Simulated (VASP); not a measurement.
# C4N (Cmmm) in VASP: notebook

The runs below take C4N through single point, relaxation of cell and atoms, with PBE.

Everything below comes from runs of VASP 6.6.1. Logs are shortened: lines on timing, memory, paths and dates and some standing lists are left out, and cuts for length are marked.

### 1 The cell of the first run

It takes space group Cmmm (No. 65, orthorhombic). The conventional cell has a = 4.768 Å, b = 8.629 Å, c = 2.562 Å, α = 90.00°, β = 90.00°, γ = 90.00°. C (site symmetry 2mm) has 1 N at 1.25 Å within 1.7 Å. Within 1.9 Å of C (site symmetry m2m) lie 5 C at 1.40 to 1.85 Å. Within 1.7 Å of N (site symmetry mmm) lie 2 C at 1.25 Å.

### 2 Single point, PBE

File INCAR:

```
PREC = Accurate ; ENCUT = 520
EDIFF = 1E-6 ; ISMEAR = 0
SIGMA = 0.1 ; LREAL = F
LASPH = T ; NELM = 100
ALGO = Normal ; ISIF = 2
LWAVE = F ; LCHARG = F
GGA = PE ; NBANDS = 18
```

File KPOINTS:

```
regular mesh
0
Gamma
  4 4 6
```

File POSCAR:

```
C4N
1.0
    4.3145768087     -2.3842131683      0.0000000000
    4.3145768087      2.3842131683      0.0000000000
    0.0000000000      0.0000000000      2.5617803250
C N
4 1
Direct
    0.7625571990      0.2374428010      0.5000000000
    0.0808436346      0.0808436346      0.0000000000
    0.9191563654      0.9191563654      0.0000000000
    0.2374428010      0.7625571990      0.5000000000
    0.5000000000      0.5000000000      0.5000000000
```

Potentials or basis: VASP PAW PBE potentials, release 64 (C, N).

Started as:

```console
> cat potpaw_PBE.64/C/POTCAR potpaw_PBE.64/N/POTCAR > POTCAR
> mpirun -np 1 vasp_std > vasp.out
```

OUTCAR:

```text
PREC = Accurate
   ENCUT = 520
   EDIFF = 1E-6
   ISMEAR = 0
   LREAL = F
   LASPH = T
   NELM = 100
   ISIF = 2
   GGA = PE

 ion  position               nearest neighbor table
   1  0.763  0.237  0.500-   5 1.25   3 1.85   2 1.85   2 1.85   3 1.85
   2  0.081  0.081  0.000-   3 1.40   1 1.85   4 1.85   1 1.85   4 1.85
   3  0.919  0.919  0.000-   2 1.40   1 1.85   4 1.85   1 1.85   4 1.85
   4  0.237  0.763  0.500-   5 1.25   3 1.85   2 1.85   2 1.85   3 1.85
   5  0.500  0.500  0.500-   1 1.25   4 1.25

  LATTYP: Found a base centered orthorhombic cell.
 ALAT       =     4.7684263366
 B/A-ratio  =     1.8096438968
 C/A-ratio  =     0.5372381042

  Lattice vectors:

 A1 = (  -4.3145768087,  -2.3842131683,   0.0000000000)
 A2 = (   4.3145768087,  -2.3842131683,   0.0000000000)
 A3 = (   0.0000000000,   0.0000000000,   2.5617803250)

Analysis of symmetry for initial positions (statically):
=====================================================================
 Subroutine PRICEL returns:
 Original cell was already a primitive cell.

 Routine SETGRP: Setting up the symmetry group for a
 base centered orthorhombic supercell.

 Subroutine GETGRP returns: Found  8 space group operations
 (whereof  8 operations were pure point group operations)
 out of a pool of  8 trial point group operations.

The static configuration has the point symmetry D_2h.

Analysis of symmetry for dynamics (positions and initial velocities):
=====================================================================
 Subroutine PRICEL returns:
 Original cell was already a primitive cell.

 Routine SETGRP: Setting up the symmetry group for a
 base centered orthorhombic supercell.

 Subroutine GETGRP returns: Found  8 space group operations
 (whereof  8 operations were pure point group operations)
 out of a pool of  8 trial point group operations.

The dynamic configuration has the point symmetry D_2h.

 Subroutine INISYM returns: Found  8 space group operations
 (whereof  8 operations are pure point group operations),
 and found     1 'primitive' translations

----------------------------------------------------------------------------------------

                                     Primitive cell

  volume of cell :      52.7054

  direct lattice vectors                    reciprocal lattice vectors
     4.314576809 -2.384213168  0.000000000     0.115886221 -0.209712792  0.000000000
     4.314576809  2.384213168  0.000000000     0.115886221  0.209712792  0.000000000
     0.000000000  0.000000000  2.561780325     0.000000000  0.000000000  0.390353533

  length of vectors
     4.929507630  4.929507630  2.561780325     0.239601902  0.239601902  0.390353533

  position of ions in fractional coordinates (direct lattice)
     0.762557199  0.237442801  0.500000000
     0.080843635  0.080843635  0.000000000
     0.919156365  0.919156365  0.000000000
     0.237442801  0.762557199  0.500000000
     0.500000000  0.500000000  0.500000000

  ion indices of the primitive-cell ions
   primitive index   ion index
                 1           1
                 2           2
                 3           3
                 4           4
                 5           5

----------------------------------------------------------------------------------------

 KPOINTS: regular mesh

Automatic generation of k-mesh.
 Grid dimensions read from file:
 generate k-points for:    4    4    6

 Generating k-lattice:

  Cartesian coordinates                     Fractional coordinates (reciprocal lattice)
     0.028971555 -0.052428198  0.000000000     0.250000000  0.000000000  0.000000000
     0.028971555  0.052428198  0.000000000     0.000000000  0.250000000  0.000000000
     0.000000000  0.000000000  0.065058922     0.000000000  0.000000000  0.166666667

  Length of vectors
     0.059900475  0.059900475  0.065058922

  Shift w.r.t. Gamma in fractional coordinates (k-lattice)
     0.000000000  0.000000000  0.000000000

 Subroutine IBZKPT returns following result:
 ===========================================

 Found     28 irreducible k-points:

 Following reciprocal coordinates:
            Coordinates               Weight
  0.000000  0.000000  0.000000      1.000000
  0.250000  0.000000  0.000000      4.000000
  0.500000  0.000000  0.000000      2.000000
  0.250000  0.250000  0.000000      2.000000
  0.500000  0.250000  0.000000      4.000000
 -0.250000  0.250000  0.000000      2.000000
[... 16 lines left out ...]
  0.250000  0.000000  0.500000      4.000000
  0.500000  0.000000  0.500000      2.000000
 [... further k-points ...]
   k-points           NKPTS =     28   k-points in BZ     NKDIM =     28   number of bands    NBANDS=     18
   number of dos      NEDOS =    301   number of ions     NIONS =      5
   total plane-waves  NPLWV =  32000
   dimension x,y,z NGX =    40 NGY =   40 NGZ =   20
   dimension x,y,z NGXF=    80 NGYF=   80 NGZF=   40
   ions per type =               4   1
   NGX,Y,Z   is equivalent  to a cutoff of  13.49, 13.49, 12.98 a.u.
   NGXF,Y,Z  is equivalent  to a cutoff of  26.98, 26.98, 25.96 a.u.
 SYSTEM =  unknown system
   PREC   = accura    normal or accurate (medium, high low for compatibility)
   ISTART =      0    job   : 0-new  1-cont  2-samecut
   ICHARG =      2    charge: 1-file 2-atom 10-const
   ISPIN  =      1    spin polarized calculation?
   LNONCOLLINEAR =      F non collinear calculations
   LSORBIT =      F    spin-orbit coupling
   LASPH  =      T    aspherical Exc in radial PAW
   ENCUT  =  520.0 eV  38.22 Ry    6.18 a.u.   9.17  9.17  4.76*2*pi/ulx,y,z
   NELM   =    100;   NELMIN=  2; NELMDL= -5     # of ELM steps
   EDIFF  = 0.1E-05   stopping-criterion for ELM
   LREAL  =      F    real-space projection
   EDIFFG = 0.1E-04   stopping-criterion for IOM
   NSW    =      0    number of steps for IOM
   IBRION =     -1    ionic relax: 0-MD 1-quasi-New 2-CG
   NFREE  =      0    steps in history (QN), initial steepest desc. (CG)
   ISIF   =      2    stress and relaxation
   ISYM   =      2    0-nonsym 1-usesym 2-fastsym
   POTIM  = 0.5000    time-step for ionic-motion
   TEBEG  =    0.0;   TEEND  =   0.0 temperature during run
   PSTRESS=    0.0 pullay stress
   NELECT =      21.0000    total number of electrons
   NUPDOWN=      -1.0000    fix difference up-down
   EMIN   =  10.00;   EMAX   =-10.00  energy-range for DOS
   EFERMI =   0.00;   METHOD = LEGACY
   ISMEAR =     0;   SIGMA  =   0.10  broadening in eV -4-tet -1-fermi 0-gaus
   EFERMI_NEDOS =   21; number of points for ismear=-14 and -15
   IALGO  =     38    algorithm
   IMIX   =      4    mixing-type and parameters
     AMIX     =   0.40;   BMIX     =  1.00
     AMIX_MAG =   1.60;   BMIX_MAG =  1.00
  volume/ion in A,a.u.               =      10.54        71.13
  Fermi-wavevector in a.u.,A,eV,Ry     =   1.204656  2.276469 19.744705  1.451195
  Thomas-Fermi vector in A             =   2.340374
   LORBIT       =      0    0 simple, 1 ext, 2 COOP (PROOUT), +10 PAW based schemes
   GGA     = PE    functional components
   LHFCALC =     F    Hartree Fock is set to
   AEXX    =    0.0000 exact exchange contribution
   IVDW    =     0    specifies the selected vdW correction
   LEPSILON=     F    determine dielectric tensor
   LRPA    =     F    only Hartree local field effects (RPA)
 non-spin polarized calculation
 Gauss-broadening in eV      SIGMA  =   0.10
  energy-cutoff  :      520.00
  volume of cell :       52.71
 maximum number of plane-waves:      1437
 NGX is ok and might be reduce to    40
   NGX = 19   NGY = 19   NGZ =  9

 number of electron      21.0000001 magnetization

 Free energy of the ion-electron system (eV)
  ---------------------------------------------------
  ext. energy  EPLUGINS =         0.00000000
  ---------------------------------------------------
  free energy    TOTEN  =       -33.92793361 eV

  energy without entropy =      -33.92569554  energy(sigma->0) =      -33.92681457

 E-fermi :   2.6691     XC(G=0):  -9.4870

 val. band max:        2.6464874594   @ k =   0.5000   0.5000   0.5000
 cond. band min:       2.7391853309   @ k =   0.5000   0.5000   0.3333
 fundamental gap:      0.0926978715
 Fermi energy:         2.6690816465

 k-point     1 :       0.0000    0.0000    0.0000
  band No.  band energies     occupation
      1     -18.8116      2.00000
      2     -15.5956      2.00000
      3     -13.0548      2.00000
      4      -6.3296      2.00000
      5      -5.0716      2.00000
      6      -2.8455      2.00000
[... 10 lines left out ...]
     17      10.5381      0.00000
     18      11.1692      0.00000

 k-point     2 :       0.2500    0.0000    0.0000
  band No.  band energies     occupation
      1     -18.5687      2.00000
      2     -16.4325      2.00000
      3     -12.0265      2.00000
      4      -6.1527      2.00000
      5      -5.8349      2.00000
      6      -3.4105      2.00000
[... 10 lines left out ...]
     17      11.8971      0.00000
     18      11.9195      0.00000

 k-point     3 :       0.5000    0.0000    0.0000
  band No.  band energies     occupation
      1     -18.1196      2.00000
      2     -17.2684      2.00000
      3     -11.0528      2.00000
      4      -6.7194      2.00000
      5      -5.8429      2.00000
      6      -4.3653      2.00000
[... 10 lines left out ...]
     17      10.1324      0.00000
     18      12.0128      0.00000

 k-point     4 :       0.2500    0.2500    0.0000
  band No.  band energies     occupation
      1     -18.7993      2.00000
      2     -15.6002      2.00000
      3     -13.0638      2.00000
      4      -6.6003      2.00000
      5      -5.0904      2.00000
      6      -2.8398      2.00000
[... 375 lines left out ...]
      4     -10.1251      2.00000
      5      -5.4769      2.00000
      6      -4.2206      2.00000
[... 10 lines left out ...]
     17      11.1243      0.00000
     18      12.8475      0.00000

 k-point    23 :       0.2500    0.0000    0.5000
  band No.  band energies     occupation
      1     -17.0047      2.00000
      2     -13.7826      2.00000
      3     -12.2258      2.00000
      4      -9.3471      2.00000
      5      -6.7523      2.00000
      6      -3.3887      2.00000
[... 10 lines left out ...]
     17      12.1007      0.00000
     18      12.2446      0.00000

 k-point    24 :       0.5000    0.0000    0.5000
  band No.  band energies     occupation
      1     -16.9518      2.00000
      2     -13.7132      2.00000
      3     -12.6082      2.00000
      4      -8.7381      2.00000
      5      -7.3981      2.00000
      6      -2.8792      2.00000
[... 10 lines left out ...]
     17      12.8874      0.00000
     18      13.9545      0.00000

 [... further k-points ...]
[... 5 lines left out ...]
  --------------------------------------------------------------------------------------
  -------------------------------------------------------------------------------------
  Total        0.1204654      0.1303305      0.0267975      0.0000000      0.0000000      0.0000000
  in kB        3.6619962      3.9618816      0.8146095      0.0000000      0.0000000      0.0000000
  external PRESSURE =       2.8128291 kB  Pullay stress =       0.0000000 kB

 VOLUME and BASIS-vectors are now :
 -----------------------------------------------------------------------------
  energy-cutoff  :      520.00
  volume of cell :       52.71
      direct lattice vectors                 reciprocal lattice vectors
     4.314576809 -2.384213168  0.000000000     0.115886221 -0.209712792  0.000000000
     4.314576809  2.384213168  0.000000000     0.115886221  0.209712792  0.000000000
     0.000000000  0.000000000  2.561780325     0.000000000  0.000000000  0.390353533

 POSITION                                       TOTAL-FORCE (eV/Angst)
 -----------------------------------------------------------------------------------
      4.31458     -1.25198      1.28089         0.000000     -0.045174     -0.000000
      0.69761      0.00000      0.00000         0.086020      0.000000      0.000000
      7.93154      0.00000      0.00000        -0.086020      0.000000      0.000000
      4.31458      1.25198      1.28089         0.000000      0.045174      0.000000
      4.31458      0.00000      1.28089         0.000000      0.000000      0.000000
 -----------------------------------------------------------------------------------
    total drift:                                0.000000      0.000000     -0.000000

  FREE ENERGIE OF THE ION-ELECTRON SYSTEM (eV)
  ---------------------------------------------------
  free  energy   TOTEN  =       -33.9279336090 eV

  energy  without entropy=      -33.9256955395  energy(sigma->0) =      -33.92681457
```

Run time: 29 s. Hardware: 1 thread of Intel Xeon 6975P-C, shared host; peak memory 0.18 GiB.

Results:

```yaml
Free_energy: -33.9279 eV
Pressure: 0.3 GPa
Largest_force: 0.086 eV/Å
```

Forces on the atoms (eV/Å):
```
C    0.000 -0.045  0.000
C    0.086  0.000  0.000
C   -0.086  0.000  0.000
C    0.000  0.045  0.000
N    0.000  0.000  0.000
```

Stress tensor (GPa, compression positive):
```
0.37 0.00 0.00
0.00 0.40 0.00
0.00 0.00 0.08
```

Levels at points of the mesh, in eV from the Fermi level:
| k point | band 9 | band 10 | band 11 | band 12 | band 13 | band 14 |
| --- | --- | --- | --- | --- | --- | --- |
| (0.00, 0.00, 0.00) | -3.54 | -0.92 | 0.84 | 1.30 | 5.35 | 6.47 |
| (0.50, 0.00, 0.00) | -3.08 | 0.84 | 1.38 | 2.52 | 5.33 | 5.95 |
| (0.50, 0.50, 0.00) | -2.87 | -0.93 | 1.11 | 1.29 | 5.18 | 5.29 |
| (0.00, 0.00, 0.50) | -2.85 | -1.35 | -1.05 | -0.20 | 2.43 | 6.91 |
| (0.50, 0.00, 0.50) | -4.00 | -2.93 | -1.44 | 1.46 | 2.39 | 5.01 |
| (0.50, 0.50, 0.50) | -2.88 | -0.92 | -0.81 | -0.02 | 2.83 | 6.95 |

Caveat: the k points lie up to 0.41 Å⁻¹ apart.

### 3 Relaxation of cell and atoms, PBE

This run uses another cell than the first one, of 12.04 Å³/atom, 1.142 times its volume.

File INCAR:

```
ALGO     = Normal         # electronic algorithm
EDIFF    = 1E-6           # SCF threshold, eV
EDIFFG   = -0.04          # ionic threshold
ENCUT    = 600            # plane-wave cutoff, eV
GGA      = PE             # functional
IBRION   = 2              # ionic algorithm
ISIF     = 3              # what is computed and relaxed
ISMEAR   = 0              # smearing method
LASPH    = True           # aspherical terms in the spheres
LCHARG   = False          # write CHGCAR
LREAL    = False          # projectors in reciprocal space
LWAVE    = False          # write WAVECAR
NELM     = 60             # most SCF steps
NSW      = 90             # ionic steps
PREC     = Accurate       # precision mode
SIGMA    = 0.1            # smearing width, eV
```

File KPOINTS:

```
k-points
0
Gamma
  4 4 6
```

File POSCAR:

```
C4N
1.0
    3.0197137100     -3.6213735000      0.0000000000
    3.0197137100      3.6213735000      0.0000000000
    0.0000000000      0.0000000000      2.7516599300
C N
4 1
Direct
    0.7327440800      0.2672559200      0.5000000000
    0.2835574700      0.2835574700      0.0000000000
    0.7164425300      0.7164425300      0.0000000000
    0.2672559200      0.7327440800      0.5000000000
    0.5000000000      0.5000000000      0.5000000000
```

Potentials or basis: VASP PAW PBE potentials, release 64 (C, N).

Started as:

```console
> cat potpaw_PBE.64/C/POTCAR potpaw_PBE.64/N/POTCAR > POTCAR
> mpirun -np 1 vasp_std > vasp.out
```

Run time: 16 min. Hardware: 1 thread of Intel Xeon 6975P-C, shared host; peak memory 0.2 GiB.

It converged, with:

* Free energy: -33.8958 eV
* Relaxed volume: 9.42 Å³/atom
* Relaxed cell: a = 4.533 Å, b = 4.533 Å, c = 2.561 Å, α = 90.00°, β = 90.00°, γ = 63.45°
* Space group after relaxing (to 0.05 Å): Cmmm (No. 65)
* Energy gained by relaxing: 2132.9 meV/atom
* Ionic steps: 48
* Pressure after relaxing: 0.0 GPa
* Largest force after relaxing: 0.017 eV/Å

Forces in eV/Å, atoms in the order of the input:
```
C    0.000 -0.017  0.000
C    0.006  0.000  0.000
C   -0.006  0.000  0.000
C    0.000  0.017  0.000
N    0.000  0.000  0.000
```

Stress tensor (GPa, compression positive):
```
-0.13  0.00  0.00
 0.00  0.32  0.00
 0.00  0.00 -0.18
```

The path:
```tsv
step	energy change (eV)	largest force (eV/Å)	pressure (GPa)	volume (Å³)
1	0.0000	2.2492	-20.41	60.18
3	-1.2539	0.9355	1.32	49.32
5	-0.8401	9.5591	31.49	47.93
7	-1.5644	3.0763	15.26	48.46
9	-1.6972	1.3270	8.56	49.14
11	-2.0268	4.1448	4.71	52.92
13	-2.3915	1.4440	-6.78	55.66
15	-2.9674	3.9830	-32.76	67.98
17	-3.0558	2.9277	-28.29	64.18
19	-3.9596	3.0250	-32.00	68.19
21	-3.5830	7.7249	-26.16	79.54
23	-6.6065	2.5811	-31.11	71.53
25	-3.9114	17.8298	54.46	55.99
27	-8.3005	5.1469	-8.38	63.35
29	-8.9045	1.7080	-0.88	59.89
31	-9.7028	3.6084	-16.72	59.95
33	-10.2136	0.4730	-9.55	55.85
35	-10.3686	0.9584	-2.59	53.98
37	-10.4898	0.7662	-0.11	52.65
39	-10.5436	0.6377	-2.08	52.03
41	-10.6184	0.5257	-3.05	50.48
43	-10.6465	0.4177	-0.76	49.07
45	-10.6607	0.3610	-1.54	47.64
47	-10.6642	0.0459	-0.23	47.16
48	-10.6643	0.0173	0.00	47.08
```

Final structure:
```yaml
crystal:
  lattice:
    - [3.85572, -2.38353, 0.00000]
    - [3.85572, 2.38353, 0.00000]
    - [0.00000, 0.00000, 2.56131]
  atoms:
    - { symbol: C, position: [0.76271, 0.23729, 0.50000] }
    - { symbol: C, position: [0.09049, 0.09049, 0.00000] }
    - { symbol: C, position: [0.90951, 0.90951, 0.00000] }
    - { symbol: C, position: [0.23729, 0.76271, 0.50000] }
    - { symbol: N, position: [0.50000, 0.50000, 0.50000] }
```

Levels at points of the mesh, in eV from the Fermi level:
```
           k point  band 7  band 8  band 9  band 10  band 11  band 12  band 13  band 14
(0.00, 0.00, 0.00)   -4.65   -3.92   -3.80    -0.93     0.80     1.28     5.35     6.57
(0.50, 0.00, 0.00)   -4.35   -3.91   -3.02     0.81     1.37     2.48     5.28     5.92
(0.50, 0.50, 0.00)   -3.82   -3.01   -2.73    -0.96     1.10     1.26     5.20     5.46
(0.00, 0.00, 0.50)   -6.21   -4.18   -2.85    -1.56    -1.20    -0.37     2.15     6.85
(0.50, 0.00, 0.50)   -4.55   -4.31   -4.01    -2.95    -1.57     1.40     2.47     4.98
(0.50, 0.50, 0.50)   -6.73   -5.00   -2.93    -0.82    -0.71     0.10     3.02     7.08
```

Caveat: the k points lie up to 0.41 Å⁻¹ apart in the final cell; the volume moved by over 15 % at a fixed basis, so the end points are rough.
